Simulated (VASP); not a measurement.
**BaTiO3: relaxation of cell and atoms with PBE**

The system is BaTiO3.

```
Ba Ti O
1.0
     3.99980    0.00000    0.00000
     0.00000    3.99980    0.00000
     0.00000    0.00000    4.01800
Ba Ti O
1 1 3
Direct
  0.00000 0.00000 0.00000
  0.50000 0.50000 0.49000
  0.50000 0.50000 0.01900
  0.50000 0.00000 0.51700
  0.00000 0.50000 0.51700
```

* Program: VASP 6.6.1
* Task: relaxation of cell and atoms
* Functional: PBE
* Potentials or basis: VASP PAW PBE potentials, release 64 (Ba_sv, Ti_sv, O)
* Cutoff: 600 eV
* k mesh: 4 × 4 × 4
* Occupations: fermi-dirac, width 0.05 eV
* Spin: no spin polarisation
* Target pressure: 5 GPa
* Dipole correction: no
* Further INCAR settings: ALGO = Normal; EDIFF = 1e-07; IBRION = 2; EDIFFG = -0.01; NSW = 80; ISIF = 3

```yaml
Relaxed_volume: 12.90 Å³/atom
Relaxed_cell: a = 3.974 Å, b = 3.974 Å, c = 4.083 Å, α = 90.00°, β = 90.00°, γ = 90.00°
Space_group_after_relaxing_to_0.05_Å: P4mm (No. 99)
Energy_change_on_relaxing_the_enthalpy_is_what_falls: -4.0 meV/atom
Ionic_steps: 14
Pressure_after_relaxing: 5.1 GPa
Largest_force_after_relaxing: 0.004 eV/Å
Band_gap_on_the_k_mesh: 1.80 eV, indirect (least direct gap 2.25 eV)
```

Forces on the atoms (eV/Å):
```
Ba   0.000  0.000  0.004
Ti   0.000  0.000 -0.004
O    0.000  0.000 -0.003
O    0.000  0.000  0.002
O    0.000  0.000  0.002
```

Step by step:
```
step  energy change (eV)  largest force (eV/Å)  pressure (GPa)  volume (Å³)
   1              0.0000                0.3087            4.06        64.28
   2              0.0168                0.0900            6.44        63.58
   3              0.0125                0.1199            5.99        63.71
   4             -0.0025                0.0774            5.50        64.04
   5             -0.0120                0.0905            5.16        64.30
   6             -0.0194                0.0690            4.64        64.50
   7             -0.0206                0.0750            4.53        64.54
   8             -0.0174                0.0578            5.00        64.41
   9             -0.0157                0.0543            5.21        64.35
  10             -0.0182                0.0304            5.11        64.42
  11             -0.0201                0.0294            5.02        64.48
  12             -0.0211                0.0127            4.95        64.51
  13             -0.0215                0.0139            4.92        64.52
  14             -0.0202                0.0043            5.06        64.48
```

Final structure:
```xyz
5
Lattice="3.9737 0.0000 0.0000 0.0000 3.9737 0.0000 0.0000 0.0000 4.0835" Properties=species:S:1:pos:R:3 pbc="T T T"
Ba    0.0000    0.0000    4.0742
Ti    1.9868    1.9868    1.9608
O     1.9868    1.9868    0.1216
O     1.9868    0.0000    2.1138
O     0.0000    1.9868    2.1138
```

Levels at points of the mesh, in eV from the valence-band top:
```tsv
k point	band 17	band 18	band 19	band 20	band 21	band 22	band 23	band 24
(0.00, 0.00, 0.00)	-1.25	-0.59	-0.45	-0.45	1.80	2.23	2.23	4.08
(0.50, 0.00, 0.00)	-1.93	-1.73	-1.27	-1.07	2.34	3.52	3.59	4.13
(0.50, 0.50, 0.00)	-1.89	-1.07	-1.07	-0.08	3.62	3.62	3.98	4.50
(0.00, 0.00, 0.50)	-2.03	-2.02	-0.73	-0.73	1.94	3.53	3.53	4.07
(0.50, 0.00, 0.50)	-1.78	-1.04	-0.99	-0.34	3.55	3.56	3.88	4.90
(0.50, 0.50, 0.50)	-2.53	-0.26	-0.26	0.00	4.13	4.13	4.19	6.33
```

It took 120 s on 1 thread of Intel(R) Xeon(R) 6975P-C (Granite Rapids) (shared host), peak memory 0.21 GiB.

Caveat: the cell is relaxed towards a set pressure, so the enthalpy falls and the energy may rise; spin-orbit coupling is left out, which moves the levels of the heavy elements. Zero-point motion and thermal expansion aren't in these numbers.
